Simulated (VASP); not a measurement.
# Ta2SiOF2 (P4mm) in VASP: notebook

Ta2SiOF2 is run at these levels: PBE; tasks: single point, relaxation of cell and atoms.

Program: VASP 6.6.1. These are calculated values, not measurements. Logs are shortened: lines on timing, memory, paths and dates and some standing lists are left out, and cuts for length are marked.

**1. The cell of the first run**

The structure is tetragonal, space group P4mm (No. 99). The conventional cell has a = 3.419 Å, b = 3.419 Å, c = 5.846 Å, α = 90.00°, β = 90.00°, γ = 90.00°. Ta (site symmetry 2mm) has 2 O at 1.95 Å and 2 Si at 2.01 Å and 4 Ta at 2.42 Å within 2.6 Å. Si (site symmetry 4mm) has 4 Ta at 2.01 Å and 5 F at 2.67 to 2.68 Å within 2.7 Å. O (site symmetry 4mm) has 4 Ta at 1.95 Å and 5 F at 2.69 to 2.70 Å within 2.7 Å. F (site symmetry 4mm) has 2 Si at 2.67 to 3.17 Å and 4 O at 2.69 Å and 4 Ta at 2.72 Å and 8 F at 2.86 to 3.42 Å within 3.5 Å. Within 3.5 Å of F (site symmetry 4mm) lie 4 Si at 2.68 Å and 2 O at 2.70 to 3.15 Å and 4 Ta at 2.79 Å and 8 F at 2.86 to 3.42 Å.

The cell was generated, and may not be a known phase.

**2. Single point, PBE**

INCAR

```
ALGO = Normal ; EDIFF = 1E-6
ENCUT = 520 ; GGA = PE
ISIF = 2 ; ISMEAR = 0
LASPH = True ; LCHARG = True
LELF = True ; LREAL = False
LVHAR = True ; LWAVE = False
NBANDS = 32 ; NELM = 100
PREC = Accurate ; SIGMA = 0.1
```

KPOINTS

```
k-points
0
Gamma
  6 6 4
```

POSCAR

```
Ta2SiOF2
1.0
    3.4193902400      0.0000000000      0.0000000000
    0.0000000000      3.4193902400      0.0000000000
    0.0000000000      0.0000000000      5.8463978500
Ta Si O F
2 1 1 2
Direct
    0.5000000000      0.0000000000      0.9940500300
    0.0000000000      0.5000000000      0.9940500300
    0.0000000000      0.0000000000      0.1747010100
    0.5000000000      0.5000000000      0.8326429700
    0.0000000000      0.0000000000      0.6321269900
    0.5000000000      0.5000000000      0.3710280100
```

Potentials or basis: VASP PAW PBE potentials, release 64 (Ta_pv, Si, O, F).

Started as:

```bash
$ cat potpaw_PBE.64/Ta_pv/POTCAR potpaw_PBE.64/Si/POTCAR potpaw_PBE.64/O/POTCAR potpaw_PBE.64/F/POTCAR > POTCAR
$ mpirun -np 1 vasp_std > vasp.out
```

OUTCAR:

```text
EDIFF = 1E-6
   ENCUT = 520
   GGA = PE
   ISIF = 2
   ISMEAR = 0
   LASPH = True
   LREAL = False
   NELM = 100
   PREC = Accurate

 ion  position               nearest neighbor table
   1  0.500  0.000  0.994-   4 1.95   4 1.95   3 2.01   3 2.01   2 2.42   2 2.42   2 2.42   2 2.42
                             5 2.72   5 2.72
   2  0.000  0.500  0.994-   4 1.95   4 1.95   3 2.01   3 2.01   1 2.42   1 2.42   1 2.42   1 2.42
                             5 2.72   5 2.72
   3  0.000  0.000  0.175-   1 2.01   2 2.01   2 2.01   1 2.01
   4  0.500  0.500  0.833-   1 1.95   2 1.95   1 1.95   2 1.95
   5  0.000  0.000  0.632-   1 2.72   2 2.72   2 2.72   1 2.72
   6  0.500  0.500  0.371-

  LATTYP: Found a simple tetragonal cell.
 ALAT       =     3.4193902400
 C/A-ratio  =     1.7097778960

  Lattice vectors:

 A1 = (   3.4193902400,   0.0000000000,   0.0000000000)
 A2 = (   0.0000000000,   3.4193902400,   0.0000000000)
 A3 = (   0.0000000000,   0.0000000000,   5.8463978500)

Analysis of symmetry for initial positions (statically):
=====================================================================
 Subroutine PRICEL returns:
 Original cell was already a primitive cell.

 Routine SETGRP: Setting up the symmetry group for a
 simple tetragonal supercell.

 Subroutine GETGRP returns: Found  8 space group operations
 (whereof  8 operations were pure point group operations)
 out of a pool of 16 trial point group operations.

The static configuration has the point symmetry C_4v.

Analysis of symmetry for dynamics (positions and initial velocities):
=====================================================================
 Subroutine PRICEL returns:
 Original cell was already a primitive cell.

 Routine SETGRP: Setting up the symmetry group for a
 simple tetragonal supercell.

 Subroutine GETGRP returns: Found  8 space group operations
 (whereof  8 operations were pure point group operations)
 out of a pool of 16 trial point group operations.

The dynamic configuration has the point symmetry C_4v.

 Subroutine INISYM returns: Found  8 space group operations
 (whereof  8 operations are pure point group operations),
 and found     1 'primitive' translations

----------------------------------------------------------------------------------------
[... 95 lines left out ...]
   ISPIN  =      1    spin polarized calculation?
   LNONCOLLINEAR =      F non collinear calculations
   LSORBIT =      F    spin-orbit coupling
   LASPH  =      T    aspherical Exc in radial PAW
   ENCUT  =  520.0 eV  38.22 Ry    6.18 a.u.   6.36  6.36 10.87*2*pi/ulx,y,z
   NELM   =    100;   NELMIN=  2; NELMDL= -5     # of ELM steps
   EDIFF  = 0.1E-05   stopping-criterion for ELM
   LREAL  =      F    real-space projection
   EDIFFG = 0.1E-04   stopping-criterion for IOM
   NSW    =      0    number of steps for IOM
   IBRION =     -1    ionic relax: 0-MD 1-quasi-New 2-CG
   NFREE  =      0    steps in history (QN), initial steepest desc. (CG)
   ISIF   =      2    stress and relaxation
   ISYM   =      2    0-nonsym 1-usesym 2-fastsym
   POTIM  = 0.5000    time-step for ionic-motion
   TEBEG  =    0.0;   TEEND  =   0.0 temperature during run
   PSTRESS=    0.0 pullay stress
   NELECT =      46.0000    total number of electrons
   NUPDOWN=      -1.0000    fix difference up-down
   EMIN   =  10.00;   EMAX   =-10.00  energy-range for DOS
   EFERMI =   0.00;   METHOD = LEGACY
   ISMEAR =     0;   SIGMA  =   0.10  broadening in eV -4-tet -1-fermi 0-gaus
   EFERMI_NEDOS =   21; number of points for ismear=-14 and -15
   IALGO  =     38    algorithm
   IMIX   =      4    mixing-type and parameters
     AMIX     =   0.40;   BMIX     =  1.00
     AMIX_MAG =   1.60;   BMIX_MAG =  1.00
  volume/ion in A,a.u.               =      11.39        76.88
  Fermi-wavevector in a.u.,A,eV,Ry     =   1.434605  2.711010 28.002018  2.058090
  Thomas-Fermi vector in A             =   2.553995
   LORBIT       =      0    0 simple, 1 ext, 2 COOP (PROOUT), +10 PAW based schemes
   GGA     = PE    functional components
   LHFCALC =     F    Hartree Fock is set to
   AEXX    =    0.0000 exact exchange contribution
   IVDW    =     0    specifies the selected vdW correction
   LEPSILON=     F    determine dielectric tensor
   LRPA    =     F    only Hartree local field effects (RPA)
 non-spin polarized calculation
 Gauss-broadening in eV      SIGMA  =   0.10
  energy-cutoff  :      520.00
  volume of cell :       68.36
 maximum number of plane-waves:      1855
 NGX is ok and might be reduce to    28
   NGX = 13   NGY = 13   NGZ = 21

 number of electron      45.9999980 magnetization

 Free energy of the ion-electron system (eV)
  ---------------------------------------------------
  ext. energy  EPLUGINS =         0.00000000
  ---------------------------------------------------
  free energy    TOTEN  =       -28.63449802 eV

  energy without entropy =      -28.62847119  energy(sigma->0) =      -28.63148461

 E-fermi :   5.3951     XC(G=0): -11.6424

 val. band max:        5.2842459146   @ k =   0.5000   0.3333   0.5000
 cond. band min:       5.4017463933   @ k =   0.3333   0.3333   0.0000
 fundamental gap:      0.1175004787
 Fermi energy:         5.3951073984

 k-point     1 :       0.0000    0.0000    0.0000
  band No.  band energies     occupation
      1     -30.9378      2.00000
      2     -30.9378      2.00000
      3     -29.7492      2.00000
      4     -28.5889      2.00000
      5     -27.9518      2.00000
      6     -27.9518      2.00000
[... 829 lines left out ...]
     31      13.0342      0.00000
     32      13.9368      0.00000

 [... further k-points ...]
[... 5 lines left out ...]
  --------------------------------------------------------------------------------------
  -------------------------------------------------------------------------------------
  Total       71.8722131     71.8722131     22.6556090      0.0000000      0.0000000      0.0000000
  in kB     1684.5577295   1684.5577295    531.0074588      0.0000000      0.0000000      0.0000000
  external PRESSURE =    1300.0409726 kB  Pullay stress =       0.0000000 kB

 VOLUME and BASIS-vectors are now :
 -----------------------------------------------------------------------------
  energy-cutoff  :      520.00
  volume of cell :       68.36
      direct lattice vectors                 reciprocal lattice vectors
     3.419390240  0.000000000  0.000000000     0.292449802  0.000000000  0.000000000
     0.000000000  3.419390240  0.000000000     0.000000000  0.292449802  0.000000000
     0.000000000  0.000000000  5.846397850     0.000000000  0.000000000  0.171045493

 POSITION                                       TOTAL-FORCE (eV/Angst)
 -----------------------------------------------------------------------------------
      1.70970      0.00000      5.81161        -0.000000     -0.000000    -11.865934
      0.00000      1.70970      5.81161         0.000000     -0.000000    -11.865934
      0.00000      0.00000      1.02137        -0.000000     -0.000000     25.031202
      1.70970      1.70970      4.86796        -0.000000      0.000000     -1.759750
      0.00000      0.00000      3.69567        -0.000000     -0.000000      1.113326
      1.70970      1.70970      2.16918        -0.000000     -0.000000     -0.652911
 -----------------------------------------------------------------------------------
    total drift:                                0.000000      0.000000     -0.001092

  FREE ENERGIE OF THE ION-ELECTRON SYSTEM (eV)
  ---------------------------------------------------
  free  energy   TOTEN  =       -28.6344980190 eV

  energy  without entropy=      -28.6284711922  energy(sigma->0) =      -28.63148461
```

stdout:

```text
POSCAR found type information on POSCAR TaSiO F
 POSCAR found :  4 types and       6 ions
 scaLAPACK will be used
 LDA part: xc-table for (Slater+PW92), standard interpolation
 POSCAR, INCAR and KPOINTS ok, starting setup
 FFT: planning ... GRIDC
 FFT: planning ... GRID_SOFT
 FFT: planning ... GRID
 WAVECAR not read
 entering main loop
```

Run time: 97 s. Hardware: 1 thread of Oxide Virtual Turin-like, shared host; peak memory 0.19 GiB.

What came out:

```yaml
Free_energy: -28.6345 eV
Pressure: 130.0 GPa
Largest_force: 25.031 eV/Å
Band_gap_on_the_k_mesh: zero (bands 23 and 24 overlap by 0.44 eV)
```

Forces in eV/Å, atoms in the order of the input:
```
Ta    0.000   0.000 -11.866
Ta    0.000   0.000 -11.866
Si    0.000   0.000  25.031
O     0.000   0.000  -1.760
F     0.000   0.000   1.113
F     0.000   0.000  -0.653
```

Stress tensor (GPa, compression positive):
```
168.46   0.00   0.00
  0.00 168.46   0.00
  0.00   0.00  53.10
```

Caveat: the stress differs along the axes, from 53 to 168 GPa; spin-orbit coupling is left out, which moves the levels of the heavy elements; forces of over 1 eV/Å act on the atoms, so gaps and moduli don't describe the material at rest.

[end of part 1 of 2]

The gap in the log of VASP goes by the Fermi energy; the results here count the filled bands.